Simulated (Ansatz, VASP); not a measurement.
BN in VASP and in Ansatz

```
B N
1.0
     2.55394    0.00000    0.00000
    -1.27697    2.21178    0.00000
     0.00000    0.00000    4.22685
B N
2 2
Direct
  0.59535 0.28113 0.97241
  0.26202 0.61446 0.47241
  0.66667 0.33333 0.62528
  0.33333 0.66667 0.12528
```

Change from the starting cell: all B atoms moved -0.200 Å, as atom 1 along Cartesian [1 1 1].

Alike in both runs: task single point; functional PBE; k mesh 12 × 12 × 6; occupations gaussian, width 0.05 eV; no spin polarisation.

|  | VASP | Ansatz |
| --- | --- | --- |
| version | VASP 6.6.1 | Ansatz 0.2.0 |
| potentials or method | VASP PAW PBE potentials, release 64 (B, N), cutoff 520 eV | scalar-relativistic, plane waves, PAW |
| valence electrons in the cell | 16 | 16 |

|  | VASP | Ansatz | Ansatz less VASP |
| --- | --- | --- | --- |
| gap on the k mesh at the Fermi level (eV) | 2.84 | 2.85 | +0.015 |
| least direct gap on the mesh (eV) | 6.50 | 6.50 | +0.005 |
| pressure (GPa) | 8.9 | 8.8 | -0.15 |
| traceless stress, the component that is largest in VASP (GPa) | 4.23 | 4.23 | +0.005 |
| rms of the force components (eV/Å) | 2.232 | 2.226 | -0.0068 |

Atom by atom the forces differ by 0.007 eV/Å (rms over components).
